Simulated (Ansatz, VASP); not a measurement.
MgS: VASP beside Ansatz

File POSCAR:

```
MgS
1.0
    0.0000000000      2.8308768389      2.8308768389
    2.8308768389      0.0000000000      2.8308768389
    2.8308768389      2.8308768389      0.0000000000
Mg S
1 1
Direct
    0.0000000000      0.0000000000      0.0000000000
    0.2500000000      0.2500000000      0.2500000000
```

Contents of INCAR.step1:

```
PREC = Accurate ; ENCUT = 520
EDIFF = 1E-5 ; ISMEAR = 0
SIGMA = 0.01 ; LREAL = F
LASPH = T ; NELM = 60
ALGO = Normal ; ISIF = 2
LWAVE = T ; GGA = PE
NBANDS = 11
```

Contents of INCAR.step2:

```
PREC = Accurate ; ENCUT = 520
EDIFF = 1E-6 ; ISMEAR = 0
SIGMA = 0.01 ; LREAL = F
LASPH = T ; NELM = 60
ALGO = Normal ; ISIF = 2
LWAVE = F ; LCHARG = T
GGA = PE ; LHFCALC = T
AEXX = 0.15 ; HFSCREEN = 0.1
PRECFOCK = Normal ; LELF = T
LVHAR = T ; ISTART = 1
NBANDS = 11
```

File KPOINTS:

```
regular mesh
0
Gamma
  4 4 4
```

Input for Ansatz:

```yaml
crystal:
  lattice:
    - [0.0, 2.8308768389, 2.8308768389]
    - [2.8308768389, 0.0, 2.8308768389]
    - [2.8308768389, 2.8308768389, 0.0]
  atoms:
    - { symbol: Mg, position: [0.0, 0.0, 0.0] }
    - { symbol: S, position: [0.25, 0.25, 0.25] }
kpoints:
  mp_grid: { grid: [4, 4, 4] }
hamiltonian:
  xc: { exchange: pbe, correlation: pbe, exx: { coeff: 0.15, omega: 0.1 } }
scf:
  occupations: { method: fixed }
  n_extra_bands: 4
output:
  forces: true
  stress: true
  eigenvalues: true
```

Alike in both runs: task single point; functional PBE-based screened hybrid; k mesh 4 × 4 × 4; no spin polarisation.

```csv
,VASP,Ansatz
version,VASP 6.6.1,Ansatz 0.2.0
potentials or method,"VASP PAW PBE potentials, release 64 (Mg, S)",plane waves
plane-wave cutoff (eV),520,420
occupations,"gaussian, width 0.01 eV",fixed
valence electrons in the cell,8,16
```

```csv
,VASP,Ansatz,Ansatz less VASP
gap on the k mesh at the Fermi level (eV),4.29,4.29,+0.002
pressure (GPa),0.3,0.5,+0.20
```

VASP's potentials were made for PBE, not for PBE-based screened hybrid. VASP's potentials hold 8 valence electrons a cell and Ansatz's 16, so a difference there can come from the potentials and not from the codes. Ansatz's warnings: stress exchange threshold loose, stress scf threshold loose.

The k mesh is coarse, so the values compare programs but aren't converged.
